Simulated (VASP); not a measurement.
C: single point with PBEsol+D4

The system is C.

```
C
1.0
     0.00000    1.77140    1.77140
     1.77140    0.00000    1.77140
     1.77140    1.77140    0.00000
C
2
Direct
  0.75000 0.75000 0.75000
  0.50000 0.50000 0.50000
```

```json
{"Program": "VASP 6.6.1", "Task": "single point", "Functional": "PBEsol", "Dispersion": "D4", "Potentials or basis": "VASP PAW PBE potentials, release 64 (C)", "Cutoff": "520 eV", "k mesh": "13 × 13 × 13", "Occupations": "fermi-dirac, width 0.05 eV", "Spin": "no spin polarisation", "Dipole correction": "no", "Further INCAR settings": "ALGO = Normal; EDIFF = 1e-07; NBANDS = 11"}
```

```
Pressure                   : 2.3 GPa
Band gap on the k mesh     : 4.06 eV, indirect (least direct gap 5.59 eV)
Dispersion energy per atom : -0.121 eV
```

Levels at points of the mesh, in eV from the valence-band top:
| k point | band 1 | band 2 | band 3 | band 4 | band 5 | band 6 | band 7 | band 8 |
| --- | --- | --- | --- | --- | --- | --- | --- | --- |
| (0.00, 0.00, 0.00) | -21.80 | 0.00 | 0.00 | 0.00 | 5.59 | 5.59 | 5.59 | 13.83 |

Run time: 7.8 s on 1 thread of AMD EPYC 9R45 96-Core Processor (Zen 5), with other jobs on the host, peak memory 0.09 GiB.

Caveat: the PAW data sets were made with another functional, which shifts forces and pressure a little. A hybrid or GW would open this gap; PBEsol tends to underestimate it.
